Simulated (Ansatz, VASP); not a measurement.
# AlH2: VASP beside Ansatz

```
CELL_PARAMETERS angstrom
2.99635 0.00000 0.00000
0.00000 2.99635 0.00000
0.00000 0.00000 2.70913
ATOMIC_POSITIONS crystal
Al 0.00000 0.00000 0.50000
H 0.00000 0.50000 0.00000
H 0.50000 0.00000 0.00000
```

Alike in both runs: task relaxation of cell and atoms; functional PBE; k mesh 16 × 16 × 16; occupations gaussian, width 0.1 eV; no spin polarisation.

```csv
,VASP,Ansatz
version,VASP 6.6.1,Ansatz 0.2.0
potentials or method,"VASP PAW PBE potentials, release 64 (Al, H), cutoff 600 eV","scalar-relativistic, plane waves, PAW"
valence electrons in the cell,5,5
```

```tsv
	VASP	Ansatz	Ansatz less VASP
gap on the k mesh at the Fermi level, each at its own relaxed structure (eV)	none	none	-
relaxed volume (Å³/atom)	8.25	8.24	-0.008
relaxed length of the cell vector where the two differ most in proportion (Å)	3.043	3.042	-0.0015
```

A gap of «none» marks a metal or a gap that the smearing closes.
